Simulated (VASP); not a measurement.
## Rh: single point with BLYP

Rh:

```
Rh
1.0
     2.58424    0.00000    0.00000
     0.00000    2.58424    0.00000
     0.00000    0.00000    2.58424
Rh
1
Direct
  0.00000 0.00000 0.00000
```

```yaml
Program: VASP 6.6.1
Task: single point
Functional: BLYP
Potentials_or_basis: VASP PAW PBE potentials, release 64 (Rh_pv)
Cutoff: 520 eV
k_mesh: 20 × 20 × 20
Occupations: fermi-dirac, width 0.1 eV
Spin: no spin polarisation
Dipole_correction: no
Further_INCAR_settings: ALGO = Normal; EDIFF = 1e-06; NBANDS = 14
```

* Pressure: 0.3 GPa

Levels at points of the mesh, in eV from the Fermi level:
```csv
k point,band 4,band 5,band 6,band 7,band 8,band 9,band 10,band 11
"(0.00, 0.00, 0.00)",-6.20,-4.66,-4.66,0.66,0.66,0.66,16.43,16.43
"(0.50, 0.00, 0.00)",-4.10,-3.98,-1.24,-1.24,0.43,0.84,5.77,17.63
"(0.50, 0.50, 0.00)",-5.00,-3.36,-0.88,-0.88,2.09,5.65,5.65,12.61
"(0.50, 0.50, 0.50)",-4.01,-4.01,-4.01,2.21,2.21,10.78,11.55,11.55
```

Wall time 19 s on 1 thread of Intel(R) Xeon(R) 6975P-C (Granite Rapids), with other jobs on the host, peak memory 0.17 GiB.

Caveat: the PAW data sets were made with another functional, which shifts forces and pressure a little.
